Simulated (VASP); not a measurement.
# SiW6 in VASP: notebook

The runs below take SiW6 through single point, with PBE+D3(BJ).

Program: VASP 6.6.1. These are calculated values, not measurements. Logs are shortened: lines on timing, memory, paths and dates and some standing lists are left out, and cuts for length are marked.

## Step 1: The cell of the first run

The cell holds a slab with vacuum, 7 atoms: a = 4.468 Å, b = 4.468 Å, c = 21.726 Å, α = 90.00°, β = 90.00°, γ = 120.00°.

## Step 2: Single point, PBE+D3(BJ)

INCAR reads:

```
SYSTEM = SiW6
PREC     = Accurate       ! precision mode
ENCUT    = 520            ! plane-wave cutoff, eV
EDIFF    = 1E-6           ! SCF threshold, eV
ISMEAR   = 0              ! smearing method
SIGMA    = 0.1            ! smearing width, eV
LREAL    = .FALSE.        ! projectors in reciprocal space
LASPH    = .TRUE.         ! aspherical terms in the spheres
NELM     = 60             ! most SCF steps
ALGO     = Normal         ! electronic algorithm
ISIF     = 2              ! what is computed and relaxed
LWAVE    = .FALSE.        ! write WAVECAR
LCHARG   = .FALSE.        ! write CHGCAR
LDIPOL   = .TRUE.       
IDIPOL   = 3            
DIPOL    = 0.5 0.5 0.322
GGA      = PE             ! functional
IVDW     = 12             ! dispersion correction
NBANDS   = 53             ! bands
```

KPOINTS reads:

```
regular mesh
0
G
  6 6 1
  0 0 0
```

POSCAR reads:

```
SiW6
1.0
    4.4682526324      0.0000000000      0.0000000000
   -2.2341263162      3.8696202902      0.0000000000
    0.0000000000      0.0000000000     21.7259061349
W Si
6 1
Direct
    0.6666666667      0.3333333333      0.1841119986
    0.3333333333      0.6666666667      0.2260931360
    0.0000000000      0.0000000000      0.2680742733
    0.6666666667      0.3333333333      0.3070897866
    0.3333333333      0.6666666667      0.3466976876
    0.0000000000      0.0000000000      0.3832248047
    0.0000000000      0.0000000000      0.5397200035
```

Potentials or basis: VASP PAW PBE potentials, release 64 (W_sv, Si).

Launch:

```bash
> cat potpaw_PBE.64/W_sv/POTCAR potpaw_PBE.64/Si/POTCAR > POTCAR
> mpirun -np 1 vasp_std > vasp.out
```

OUTCAR:

```text
SYSTEM = SiW6
   PREC = Accurate
   ENCUT = 520
   EDIFF = 1E-6
   ISMEAR = 0
   LREAL = .FALSE.
   LASPH = .TRUE.
   NELM = 60
   ISIF = 2
   GGA = PE
   IVDW = 12
 IVDW          = 12

 ion  position               nearest neighbor table
   1  0.667  0.333  0.184-   4 2.67   2 2.74   2 2.74   2 2.74   3 3.16   3 3.16   3 3.16
   2  0.333  0.667  0.226-   5 2.62   3 2.74   3 2.74   3 2.74   1 2.74   1 2.74   1 2.74   4 3.12
                             4 3.12   4 3.12
   3  0.000  0.000  0.268-   6 2.50   4 2.72   4 2.72   4 2.72   2 2.74   2 2.74   2 2.74   5 3.09
                             5 3.09   5 3.09   1 3.16   1 3.16   1 3.16
   4  0.667  0.333  0.307-   1 2.67   3 2.72   3 2.72   3 2.72   5 2.72   5 2.72   5 2.72   6 3.06
                             6 3.06   6 3.06   2 3.12   2 3.12   2 3.12
   5  0.333  0.667  0.347-   2 2.62   6 2.70   6 2.70   6 2.70   4 2.72   4 2.72   4 2.72   3 3.09
                             3 3.09   3 3.09
   6  0.000  0.000  0.383-   3 2.50   5 2.70   5 2.70   5 2.70   4 3.06   4 3.06   4 3.06
   7  0.000  0.000  0.540-

  LATTYP: Found a hexagonal cell.
 ALAT       =     4.4682526324
 C/A-ratio  =     4.8622824004

  Lattice vectors:

 A1 = (   4.4682526324,   0.0000000000,   0.0000000000)
 A2 = (  -2.2341263162,   3.8696202902,   0.0000000000)
 A3 = (   0.0000000000,   0.0000000000,  21.7259061349)

Analysis of symmetry for initial positions (statically):
=====================================================================
 Subroutine PRICEL returns:
 Original cell was already a primitive cell.

 Routine SETGRP: Setting up the symmetry group for a
 hexagonal supercell.

 Subroutine GETGRP returns: Found  6 space group operations
 (whereof  6 operations were pure point group operations)
 out of a pool of 24 trial point group operations.

The static configuration has the point symmetry C_3v.

Analysis of symmetry for dynamics (positions and initial velocities):
=====================================================================
 Subroutine PRICEL returns:
 Original cell was already a primitive cell.

 Routine SETGRP: Setting up the symmetry group for a
 hexagonal supercell.

 Subroutine GETGRP returns: Found  6 space group operations
 (whereof  6 operations were pure point group operations)
 out of a pool of 24 trial point group operations.

The dynamic configuration has the point symmetry C_3v.

 Subroutine INISYM returns: Found  6 space group operations
 (whereof  6 operations are pure point group operations),
 and found     1 'primitive' translations

----------------------------------------------------------------------------------------

                                     Primitive cell

  volume of cell :     375.6505

  direct lattice vectors                    reciprocal lattice vectors
     4.468252632  0.000000000  0.000000000     0.223801133  0.129211644  0.000000000
    -2.234126316  3.869620290  0.000000000     0.000000000  0.258423288  0.000000000
     0.000000000  0.000000000 21.725906135     0.000000000  0.000000000  0.046028000

  length of vectors
     4.468252632  4.468252632 21.725906135     0.258423288  0.258423288  0.046028000

  position of ions in fractional coordinates (direct lattice)
     0.666666667  0.333333333  0.184111999
     0.333333333  0.666666667  0.226093136
     0.000000000  0.000000000  0.268074273
     0.666666667  0.333333333  0.307089787
     0.333333333  0.666666667  0.346697688
     0.000000000  0.000000000  0.383224805
     0.000000000  0.000000000  0.539720004

  ion indices of the primitive-cell ions
   primitive index   ion index
                 1           1
                 2           2
                 3           3
                 4           4
                 5           5
                 6           6
                 7           7

----------------------------------------------------------------------------------------

 KPOINTS: regular mesh

Automatic generation of k-mesh.
 Grid dimensions read from file:
 generate k-points for:    6    6    1

 Generating k-lattice:

  Cartesian coordinates                     Fractional coordinates (reciprocal lattice)
     0.037300189  0.021535274  0.000000000     0.166666667  0.000000000  0.000000000
     0.000000000  0.043070548  0.000000000     0.000000000  0.166666667  0.000000000
     0.000000000  0.000000000  0.046028000     0.000000000  0.000000000  1.000000000

  Length of vectors
     0.043070548  0.043070548  0.046028000

  Shift w.r.t. Gamma in fractional coordinates (k-lattice)
     0.000000000  0.000000000  0.000000000

 Subroutine IBZKPT returns following result:
 ===========================================

 Found      7 irreducible k-points:

 Following reciprocal coordinates:
            Coordinates               Weight
  0.000000  0.000000  0.000000      1.000000
  0.166667 -0.000000  0.000000      6.000000
  0.333333 -0.000000  0.000000      6.000000
  0.500000 -0.000000  0.000000      3.000000
  0.166667  0.166667  0.000000      6.000000
  0.333333  0.166667  0.000000     12.000000
  0.333333  0.333333  0.000000      2.000000
   k-points           NKPTS =      7   k-points in BZ     NKDIM =      7   number of bands    NBANDS=     53
   number of dos      NEDOS =    301   number of ions     NIONS =      7
   total plane-waves  NPLWV = 209952
   dimension x,y,z NGX =    36 NGY =   36 NGZ =  162
   dimension x,y,z NGXF=    72 NGYF=   72 NGZF=  324
   ions per type =               6   1
   NGX,Y,Z   is equivalent  to a cutoff of  13.39, 13.39, 12.40 a.u.
   NGXF,Y,Z  is equivalent  to a cutoff of  26.79, 26.79, 24.79 a.u.
 SYSTEM =  SiW6
   PREC   = accura    normal or accurate (medium, high low for compatibility)
   ISTART =      0    job   : 0-new  1-cont  2-samecut
   ICHARG =      2    charge: 1-file 2-atom 10-const
   ISPIN  =      1    spin polarized calculation?
   LNONCOLLINEAR =      F non collinear calculations
   LSORBIT =      F    spin-orbit coupling
   LASPH  =      T    aspherical Exc in radial PAW
   ENCUT  =  520.0 eV  38.22 Ry    6.18 a.u.   8.31  8.31 40.40*2*pi/ulx,y,z
   NELM   =     60;   NELMIN=  2; NELMDL= -5     # of ELM steps
   EDIFF  = 0.1E-05   stopping-criterion for ELM
   LREAL  =      F    real-space projection
   EDIFFG = 0.1E-04   stopping-criterion for IOM
   NSW    =      0    number of steps for IOM
   IBRION =     -1    ionic relax: 0-MD 1-quasi-New 2-CG
   NFREE  =      0    steps in history (QN), initial steepest desc. (CG)
   ISIF   =      2    stress and relaxation
   ISYM   =      2    0-nonsym 1-usesym 2-fastsym
   POTIM  = 0.5000    time-step for ionic-motion
   TEBEG  =    0.0;   TEEND  =   0.0 temperature during run
   PSTRESS=    0.0 pullay stress
   NELECT =      88.0000    total number of electrons
   NUPDOWN=      -1.0000    fix difference up-down
   EMIN   =  10.00;   EMAX   =-10.00  energy-range for DOS
   EFERMI =   0.00;   METHOD = LEGACY
   ISMEAR =     0;   SIGMA  =   0.10  broadening in eV -4-tet -1-fermi 0-gaus
   EFERMI_NEDOS =   21; number of points for ismear=-14 and -15
   IALGO  =     38    algorithm
   IMIX   =      4    mixing-type and parameters
     AMIX     =   0.40;   BMIX     =  1.00
     AMIX_MAG =   1.60;   BMIX_MAG =  1.00
  volume/ion in A,a.u.               =      53.66       362.14
  Fermi-wavevector in a.u.,A,eV,Ry     =   1.009193  1.907099 13.857143  1.018471
  Thomas-Fermi vector in A             =   2.142107
   LORBIT       =      0    0 simple, 1 ext, 2 COOP (PROOUT), +10 PAW based schemes
   GGA     = PE    functional components
   LHFCALC =     F    Hartree Fock is set to
   AEXX    =    0.0000 exact exchange contribution
   IVDW    =    12    specifies the selected vdW correction
   LEPSILON=     F    determine dielectric tensor
   LRPA    =     F    only Hartree local field effects (RPA)
 non-spin polarized calculation
 Gauss-broadening in eV      SIGMA  =   0.10
  energy-cutoff  :      520.00
  volume of cell :      375.65
 maximum number of plane-waves:     10145
 NGX is ok and might be reduce to    36
   NGX = 17   NGY = 17   NGZ = 81

 dipolmoment           0.000000      0.000000     -0.724128 electrons x Angstroem

 number of electron      88.0000002 magnetization

 dipolmoment           0.000000      0.000000      0.074635 electrons x Angstroem

 Free energy of the ion-electron system (eV)
  ---------------------------------------------------
  ext. energy  EPLUGINS =         0.00000000
  ---------------------------------------------------
  free energy    TOTEN  =       -71.82076249 eV

  energy without entropy =      -71.77047994  energy(sigma->0) =      -71.79562121

 E-fermi :   0.3130     XC(G=0):  -5.4529

 val. band max:        0.2969806240   @ k =   0.3333   0.3333   0.0000
 cond. band min:       0.3468971002   @ k =   0.3333   0.1667   0.0000
 fundamental gap:      0.0499164762
 Fermi energy:         0.3130477837

 k-point     1 :       0.0000    0.0000    0.0000
  band No.  band energies     occupation
      1     -73.7300      2.00000
      2     -73.6099      2.00000
      3     -73.5751      2.00000
      4     -73.5077      2.00000
      5     -73.4090      2.00000
      6     -73.3486      2.00000
[... 45 lines left out ...]
     52       2.4957      0.00000
     53       2.7771      0.00000

 k-point     2 :       0.1667   -0.0000    0.0000
  band No.  band energies     occupation
      1     -73.7215      2.00000
      2     -73.6148      2.00000
      3     -73.5733      2.00000
      4     -73.5036      2.00000
      5     -73.4148      2.00000
      6     -73.3525      2.00000
[... 45 lines left out ...]
     52       2.5099      0.00000
     53       2.5945      0.00000
[... 222 lines left out ...]
     52       2.1630      0.00000
     53       2.2756      0.00000

 k-point     7 :       0.3333    0.3333    0.0000
  band No.  band energies     occupation
      1     -73.6805      2.00000
      2     -73.6421      2.00000
      3     -73.5664      2.00000
      4     -73.4810      2.00000
      5     -73.4442      2.00000
      6     -73.3673      2.00000
[... 45 lines left out ...]
     52       1.7358      0.00000
     53       1.8531      0.00000

------------------------ aborting loop because EDIFF is reached ----------------------------------------

 vacuum level on the upper side and lower side of the slab       (xc-potential included)         0.154        -0.554

 Edisp (eV)   -2.74699

 E8    (eV) :    -1.4411

  FORCE on cell =-STRESS in cart. coord.  units (eV):
  Direction    XX          YY          ZZ          XY          YZ          ZX
  --------------------------------------------------------------------------------------
  -------------------------------------------------------------------------------------
  Total      -8.13490    -8.13490    -7.79565     0.00000    -0.00000     0.00000
  in kB     -34.69596   -34.69596   -33.24901     0.00000    -0.00000     0.00000
  external pressure =      -34.21 kB  Pullay stress =        0.00 kB

 VOLUME and BASIS-vectors are now :
 -----------------------------------------------------------------------------
  energy-cutoff  :      520.00
  volume of cell :      375.65
      direct lattice vectors                 reciprocal lattice vectors
     4.468252632  0.000000000  0.000000000     0.223801133  0.129211644  0.000000000
    -2.234126316  3.869620290  0.000000000     0.000000000  0.258423288  0.000000000
     0.000000000  0.000000000 21.725906135     0.000000000  0.000000000  0.046028000

 POSITION                                       TOTAL-FORCE (eV/Angst)
 -----------------------------------------------------------------------------------
      2.23413      1.28987      4.00000         0.000000     -0.000000      2.161296
     -0.00000      2.57975      4.91208         0.000000      0.000000     -0.585626
      0.00000      0.00000      5.82416         0.000000     -0.000000     -2.108452
      2.23413      1.28987      6.67180        -0.000000      0.000000      0.013671
     -0.00000      2.57975      7.53232        -0.000000     -0.000000      0.246075
      0.00000      0.00000      8.32591        -0.000000      0.000000      1.862009
      0.00000      0.00000     11.72591        -0.000000      0.000000     -1.588974
 -----------------------------------------------------------------------------------
    total drift:                               -0.000000     -0.000000      0.000262

  FREE ENERGIE OF THE ION-ELECTRON SYSTEM (eV)
  ---------------------------------------------------
  free  energy   TOTEN  =       -74.5677550992 eV

  energy  without entropy=      -74.5174725536  energy(sigma->0) =      -74.54261383

 vacuum level on the upper side and lower side of the slab         4.768         4.031
```

It took 3.2 min on 1 thread of Intel Xeon 6975P-C (Granite Rapids), shared host; peak memory 0.5 GiB.

What came out:

- Free energy: -74.5678 eV
- Largest force: 2.161 eV/Å
- Band gap on the k mesh: zero (band 44 reaches 0.38 eV, above the bottom of band 45 at 0.28 eV)
- Dispersion energy per atom: -0.392 eV

Forces in eV/Å, atoms in the order of the input:
```
W    0.000  0.000  2.161
W    0.000  0.000 -0.586
W    0.000  0.000 -2.108
W    0.000  0.000  0.014
W    0.000  0.000  0.246
W    0.000  0.000  1.862
Si   0.000  0.000 -1.589
```

Caveat: spin-orbit coupling is left out, which moves the levels of the heavy elements.

[end of part 1 of 2]
